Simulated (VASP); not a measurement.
Runs of VASP 6.6.1 on Cr. The structure is that of space group Im-3m (No. 229), or close to it. The cells are those of the table. 

| task | cell | cutoff (eV) | gap on the mesh (eV) | pressure (GPa) |
| --- | --- | --- | --- | --- |
| single point | a = 2.834, b = 2.834, c = 2.856 Å, 2 atoms | 520 | none | 1.4 |
| single point | a = 2.834, b = 2.834, c = 2.855 Å, 2 atoms | 520 | none | 1.5 |
| single point | a = 2.848 Å, 2 atoms | 520 | none | (b) |
| relaxation of volume and atoms at fixed shape | relaxed from a = 2.884 Å, 2 atoms | 600 | none | 0.1 |
| single point | a = 2.862, b = 2.862, c = 2.840 Å, 2 atoms | 520 | none | (a) |
| single point | a = 2.862, b = 2.862, c = 2.841 Å, 2 atoms | 520 | none | -2.3 |

Alike in all rows: level PBE; potentials or basis VASP PAW PBE potentials, release 64 (Cr_pv); no spin polarisation; k mesh 18 × 18 × 18; smearing methfessel-paxton 0.1 eV.

Q: Fill in the values left out.

A: (a) -2.2; (b) -0.5.

Caveats: the run has no spin polarisation, though such a crystal can be magnetic.

A gap of «none» marks levels without a gap at the run's occupations.
